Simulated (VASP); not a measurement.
# ZnS (P6_3mc) in VASP: a series of runs

The runs below take ZnS through single point, with PBE.

Everything below comes from runs of VASP 6.6.1. Logs are shortened: lines on timing, memory, paths and dates and some standing lists are left out, and cuts for length are marked.

### 1 The cell of the first run

It takes space group P6_3mc (No. 186, hexagonal). The conventional cell has a = 3.697 Å, b = 3.697 Å, c = 6.234 Å, α = 90.00°, β = 90.00°, γ = 120.00°. Within 3.0 Å of Zn (site symmetry 3m) lie 4 S at 2.25 to 2.40 Å. S (site symmetry 3m) has 4 Zn at 2.25 to 2.40 Å within 3.0 Å.

### 2 Single point, PBE (equal xx and yy strain of -3 %)

Contents of INCAR:

```
SYSTEM = ZnS
ALGO = Normal
EDIFF = 1E-7
ENCUT = 520
GGA = PE
ISIF = 2
ISMEAR = -1
LASPH = .TRUE.
LCHARG = .TRUE.
LELF = .TRUE.
LREAL = .FALSE.
LVHAR = .TRUE.
LWAVE = .FALSE.
NBANDS = 26
NELM = 80
PREC = Accurate
SIGMA = 0.03
```

Contents of KPOINTS:

```
k-points
0
G
  8 8 5
  0 0 0
```

Contents of POSCAR:

```
ZnS
1.0
    3.6966688182      0.0000000000      0.0000000000
   -1.8483344091      3.2014091058      0.0000000000
    0.0000000000      0.0000000000      6.2340000000
Zn S
2 2
Direct
    0.3333333333      0.6666666667      0.0000000000
    0.6666666667      0.3333333333      0.5000000000
    0.3333333333      0.6666666667      0.3850000000
    0.6666666667      0.3333333333      0.8850000000
```

Potentials or basis: VASP PAW PBE potentials, release 64 (Zn, S).

Command:

```console
> cat potpaw_PBE.64/Zn/POTCAR potpaw_PBE.64/S/POTCAR > POTCAR
> mpirun -np 1 vasp_std > vasp.out
```

OUTCAR:

```text
SYSTEM = ZnS
   EDIFF = 1E-7
   ENCUT = 520
   GGA = PE
   ISIF = 2
   ISMEAR = -1
   LASPH = .TRUE.
   LREAL = .FALSE.
   NELM = 80
   PREC = Accurate

 ion  position               nearest neighbor table
   1  0.333  0.667  0.000-   4 2.25   4 2.25   4 2.25   3 2.40
   2  0.667  0.333  0.500-   3 2.25   3 2.25   3 2.25   4 2.40
   3  0.333  0.667  0.385-   2 2.25   2 2.25   2 2.25   1 2.40
   4  0.667  0.333  0.885-   1 2.25   1 2.25   1 2.25   2 2.40

  LATTYP: Found a hexagonal cell.
 ALAT       =     3.6966688182
 C/A-ratio  =     1.6863831483

  Lattice vectors:

 A1 = (   3.6966688182,   0.0000000000,   0.0000000000)
 A2 = (  -1.8483344091,   3.2014091058,   0.0000000000)
 A3 = (   0.0000000000,   0.0000000000,   6.2340000000)

Analysis of symmetry for initial positions (statically):
=====================================================================
 Subroutine PRICEL returns:
 Original cell was already a primitive cell.

 Routine SETGRP: Setting up the symmetry group for a
 hexagonal supercell.

 Subroutine GETGRP returns: Found 12 space group operations
 (whereof  6 operations were pure point group operations)
 out of a pool of 24 trial point group operations.

The static configuration has the point symmetry C_3v.
 The point group associated with its full space group is C_6v.

Analysis of symmetry for dynamics (positions and initial velocities):
=====================================================================
 Subroutine PRICEL returns:
 Original cell was already a primitive cell.

 Routine SETGRP: Setting up the symmetry group for a
 hexagonal supercell.

 Subroutine GETGRP returns: Found 12 space group operations
 (whereof  6 operations were pure point group operations)
 out of a pool of 24 trial point group operations.

The dynamic configuration has the point symmetry C_3v.
 The point group associated with its full space group is C_6v.

 Subroutine INISYM returns: Found 12 space group operations
 (whereof  6 operations are pure point group operations),
 and found     1 'primitive' translations

----------------------------------------------------------------------------------------

                                     Primitive cell

  volume of cell :      73.7766

[... 83 lines left out ...]
   PREC   = accura    normal or accurate (medium, high low for compatibility)
   ISTART =      0    job   : 0-new  1-cont  2-samecut
   ICHARG =      2    charge: 1-file 2-atom 10-const
   ISPIN  =      1    spin polarized calculation?
   LNONCOLLINEAR =      F non collinear calculations
   LSORBIT =      F    spin-orbit coupling
   LASPH  =      T    aspherical Exc in radial PAW
   ENCUT  =  520.0 eV  38.22 Ry    6.18 a.u.   6.87  6.87 11.59*2*pi/ulx,y,z
   NELM   =     80;   NELMIN=  2; NELMDL= -5     # of ELM steps
   EDIFF  = 0.1E-06   stopping-criterion for ELM
   LREAL  =      F    real-space projection
   EDIFFG = 0.1E-05   stopping-criterion for IOM
   NSW    =      0    number of steps for IOM
   IBRION =     -1    ionic relax: 0-MD 1-quasi-New 2-CG
   NFREE  =      0    steps in history (QN), initial steepest desc. (CG)
   ISIF   =      2    stress and relaxation
   ISYM   =      2    0-nonsym 1-usesym 2-fastsym
   POTIM  = 0.5000    time-step for ionic-motion
   TEBEG  =    0.0;   TEEND  =   0.0 temperature during run
   PSTRESS=    0.0 pullay stress
   NELECT =      36.0000    total number of electrons
   NUPDOWN=      -1.0000    fix difference up-down
   EMIN   =  10.00;   EMAX   =-10.00  energy-range for DOS
   EFERMI =   0.00;   METHOD = LEGACY
   ISMEAR =    -1;   SIGMA  =   0.03  broadening in eV -4-tet -1-fermi 0-gaus
   EFERMI_NEDOS =   21; number of points for ismear=-14 and -15
   IALGO  =     38    algorithm
   IMIX   =      4    mixing-type and parameters
     AMIX     =   0.40;   BMIX     =  1.00
     AMIX_MAG =   1.60;   BMIX_MAG =  1.00
  volume/ion in A,a.u.               =      18.44       124.47
  Fermi-wavevector in a.u.,A,eV,Ry     =   1.288851  2.435576 22.601151  1.661138
  Thomas-Fermi vector in A             =   2.420780
   LORBIT       =      0    0 simple, 1 ext, 2 COOP (PROOUT), +10 PAW based schemes
   GGA     = PE    functional components
   LHFCALC =     F    Hartree Fock is set to
   AEXX    =    0.0000 exact exchange contribution
   IVDW    =     0    specifies the selected vdW correction
   LEPSILON=     F    determine dielectric tensor
   LRPA    =     F    only Hartree local field effects (RPA)
 non-spin polarized calculation
  energy-cutoff  :      520.00
  volume of cell :       73.78
 maximum number of plane-waves:      2008
 NGX is ok and might be reduce to    28
   NGX = 13   NGY = 13   NGZ = 23

 number of electron      35.9999991 magnetization

 Free energy of the ion-electron system (eV)
  ---------------------------------------------------
  ext. energy  EPLUGINS =         0.00000000
  ---------------------------------------------------
  free energy    TOTEN  =       -13.45347928 eV

  energy without entropy =      -13.45347928  energy(sigma->0) =      -13.45347928

 E-fermi :   3.4153     XC(G=0):  -9.9408

 val. band max:        2.7916831380   @ k =   0.0000   0.0000   0.0000
 cond. band min:       5.2588593502   @ k =   0.0000   0.0000   0.0000
 fundamental gap:      2.4671762122
 Fermi energy:         3.4153006040

 k-point     1 :       0.0000    0.0000    0.0000
  band No.  band energies     occupation
      1     -10.8992      2.00000
      2      -9.9417      2.00000
      3      -3.9115      2.00000
      4      -3.9115      2.00000
      5      -3.8474      2.00000
      6      -3.8474      2.00000
[... 685 lines left out ...]
     25      12.2263      0.00000
     26      12.3622      0.00000

 [... further k-points ...]
[... 5 lines left out ...]
  --------------------------------------------------------------------------------------
  -------------------------------------------------------------------------------------
  Total        5.1173916      5.1173916      1.4892566      0.0000000     -0.0000000      0.0000000
  in kB      111.1324063    111.1324063     32.3416075      0.0000000     -0.0000000      0.0000000
  external PRESSURE =      84.8688067 kB  Pullay stress =       0.0000000 kB

 VOLUME and BASIS-vectors are now :
 -----------------------------------------------------------------------------
  energy-cutoff  :      520.00
  volume of cell :       73.78
      direct lattice vectors                 reciprocal lattice vectors
     3.696668818  0.000000000  0.000000000     0.270513819  0.156181226  0.000000000
    -1.848334409  3.201409106  0.000000000     0.000000000  0.312362453  0.000000000
     0.000000000  0.000000000  6.234000000     0.000000000  0.000000000  0.160410651

 POSITION                                       TOTAL-FORCE (eV/Angst)
 -----------------------------------------------------------------------------------
     -0.00000      2.13427      0.00000         0.000000      0.000000      0.611775
      1.84833      1.06714      3.11700        -0.000000     -0.000000      0.611775
     -0.00000      2.13427      2.40009        -0.000000      0.000000     -0.611775
      1.84833      1.06714      5.51709         0.000000      0.000000     -0.611775
 -----------------------------------------------------------------------------------
    total drift:                               -0.000001     -0.000001      0.000394

  FREE ENERGIE OF THE ION-ELECTRON SYSTEM (eV)
  ---------------------------------------------------
  free  energy   TOTEN  =       -13.4534792843 eV

  energy  without entropy=      -13.4534792843  energy(sigma->0) =      -13.45347928
```

OSZICAR:

```text
N       E                     dE             d eps       ncg     rms          rms(c)
DAV:   1     0.246094037172E+03    0.24609E+03   -0.17190E+04  1560   0.171E+03
DAV:   2     0.999635721017E+01   -0.23610E+03   -0.22596E+03  1594   0.353E+02
DAV:   3    -0.137706509999E+02   -0.23767E+02   -0.23541E+02  1882   0.113E+02
DAV:   4    -0.143268057465E+02   -0.55615E+00   -0.55510E+00  1796   0.172E+01
DAV:   5    -0.143353688292E+02   -0.85631E-02   -0.85608E-02  1900   0.213E+00    0.113E+01
DAV:   6    -0.134678542073E+02    0.86751E+00   -0.16942E+00  2372   0.389E+01    0.852E+00
DAV:   7    -0.134630504414E+02    0.48038E-02   -0.14298E+00  1664   0.717E+00    0.362E+00
DAV:   8    -0.134536992126E+02    0.93512E-02   -0.36444E-02  1826   0.141E+00    0.110E+00
DAV:   9    -0.134531669848E+02    0.53223E-03   -0.12711E-02  2084   0.113E+00    0.252E-01
DAV:  10    -0.134532834004E+02   -0.11642E-03   -0.56964E-04  1842   0.340E-01    0.106E-01
DAV:  11    -0.134534762128E+02   -0.19281E-03   -0.26899E-04  1622   0.147E-01    0.596E-02
DAV:  12    -0.134534758428E+02    0.36995E-06   -0.28933E-05  1956   0.873E-02    0.700E-03
DAV:  13    -0.134534787676E+02   -0.29247E-05   -0.57810E-06  1644   0.186E-02    0.480E-03
DAV:  14    -0.134534792609E+02   -0.49329E-06   -0.10163E-06  1794   0.119E-02    0.646E-04
DAV:  15    -0.134534792843E+02   -0.23431E-07   -0.78188E-08  1232   0.275E-03
   1 F= -.13453479E+02 E0= -.13453479E+02  d E =-.874787E-11
```

stdout:

```text
POSCAR found type information on POSCAR ZnS
 POSCAR found :  2 types and       4 ions
 scaLAPACK will be used
 LDA part: xc-table for (Slater+PW92), standard interpolation
 POSCAR, INCAR and KPOINTS ok, starting setup
 FFT: planning ... GRIDC
 FFT: planning ... GRID_SOFT
 FFT: planning ... GRID
 WAVECAR not read
 entering main loop
```

Wall time 22 s (1 thread of Intel Xeon 6975P-C (Granite Rapids), shared host); peak memory 0.21 GiB.

Results:

| Item | Value |
| --- | --- |
| Free energy | -13.4535 eV |
| Pressure | 8.5 GPa |
| Largest force | 0.612 eV/Å |
| Band gap on the k mesh | 2.47 eV, direct |

Forces on the atoms (eV/Å):
```
Zn   0.000  0.000  0.612
Zn   0.000  0.000  0.612
S    0.000  0.000 -0.612
S    0.000  0.000 -0.612
```

Caveat: the cell differs from its parent crystal (equal xx and yy strain of -3 %).

(Continued in part 2 of 2.)
